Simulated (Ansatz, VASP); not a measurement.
# One calculation of ZrOF2, two programs

The input INCAR:

```
SYSTEM = ZrOF2
  PREC = Accurate
  ENCUT = 520
  EDIFF = 1E-7
  ISMEAR = 0
  SIGMA = 0.02
  LREAL = .False.
  LASPH = .True.
  NELM = 60
  ALGO = Normal
  ISIF = 2
  LWAVE = .False.
  LCHARG = .False.
  LDIPOL = .True.
  IDIPOL = 3
  DIPOL = 0.5 0.5 0.290
  GGA = PE
  NBANDS = 24
```

KPOINTS

```
regular mesh
0
Gamma
  8 6 1
  0 0 0
```

POSCAR

```
ZrOF2
1.0
    3.3942627650      0.0000000000      0.0000000000
    0.0000000000      3.9729705773      0.0000000000
    0.0000000000      0.0000000000     29.3345778000
Zr O F
1 1 2
Direct
    0.5000000000      0.5000000000      0.2897604342
    0.5000000000      0.0000000000      0.2897604342
    0.0000000000      0.5000000000      0.3338768135
    0.0000000000      0.5000000000      0.2456440548
```

Input for Ansatz:

```yaml
crystal:
  lattice:
    - [3.394262765, 0.0, 0.0]
    - [0.0, 3.9729705773, 0.0]
    - [0.0, 0.0, 29.3345778]
  atoms:
    - { symbol: Zr, position: [0.5, 0.5, 0.2897604342] }
    - { symbol: O, position: [0.5, 0.0, 0.2897604342] }
    - { symbol: F, position: [0.0, 0.5, 0.3338768135] }
    - { symbol: F, position: [0.0, 0.5, 0.2456440548] }
  periodic: [true, true, false]
basis:
  ecutwfc: 420
kpoints:
  mp_grid: { grid: [8, 6, 1] }
  band_path:
    path:
      - [0.0, 0.0, 0.0]
      - [0.5, 0.0, 0.0]
      - [0.5, 0.5, 0.0]
      - [0.0, 0.5, 0.0]
      - [0.0, 0.0, 0.0]
    npoints: 14
hamiltonian:
  xc: pbe
scf:
  occupations: { method: gaussian, width: 0.02 }
  n_extra_bands: 10
output:
  forces: true
  stress: true
  eigenvalues: true
  populations: true
  dos: { projected: true, de: 0.02, nscf_kmesh: { grid: [12, 9, 1] } }
  bader: true
```

Alike in both runs: task single point; functional PBE; k mesh 8 × 6 × 1; occupations gaussian, width 0.02 eV; no spin polarisation.

```csv
,VASP,Ansatz
version,VASP 6.6.1,Ansatz 0.2.0
potentials or method,"VASP PAW PBE potentials, release 64 (Zr_sv, O, F), cutoff 520 eV","scalar-relativistic, plane waves, PAW"
valence electrons in the cell,32,32
```

VASP gave:

- gap on the k mesh at the Fermi level (eV): 3.50
- least direct gap on the mesh (eV): 3.50
- rms of the force components (eV/Å): 0.014

Question: Estimate Ansatz's values.

Answer: gap on the k mesh at the Fermi level (eV): 3.51; least direct gap on the mesh (eV): 3.52; rms of the force components (eV/Å): 0.000.

Atom by atom the forces differ by 0.013 eV/Å (rms over components). The functional is the same, so the differences come from potentials, cutoffs and numerics.
